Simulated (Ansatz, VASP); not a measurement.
Ru: VASP beside Ansatz

```
CELL_PARAMETERS angstrom
-1.35306 1.35306 1.89224
1.35306 -1.35306 1.89224
1.35306 1.35306 -1.89224
ATOMIC_POSITIONS crystal
Ru 0.00000 0.00000 0.00000
```

Alike in both runs: task relaxation of cell and atoms; functional PBE; k mesh 28 × 28 × 28; occupations gaussian, width 0.1 eV; no spin polarisation.

```csv
,VASP,Ansatz
version,VASP 6.6.1,Ansatz 0.2.0
potentials or method,"VASP PAW PBE potentials, release 64 (Ru_pv), cutoff 600 eV","scalar-relativistic, plane waves, PAW"
valence electrons in the cell,14,16
```

|  | VASP | Ansatz | Ansatz less VASP |
| --- | --- | --- | --- |
| gap on the k mesh at the Fermi level, each at its own relaxed structure (eV) | none | none | - |
| relaxed volume (Å³/atom) | 13.83 | 13.83 | +0.007 |
| relaxed length of the cell vector where the two differ most in proportion (Å) | 2.694 | 2.695 | +0.0005 |

A gap of «none» marks a metal or a gap that the smearing closes. VASP's potentials hold 14 valence electrons a cell and Ansatz's 16, so a difference there can come from the potentials and not from the codes.
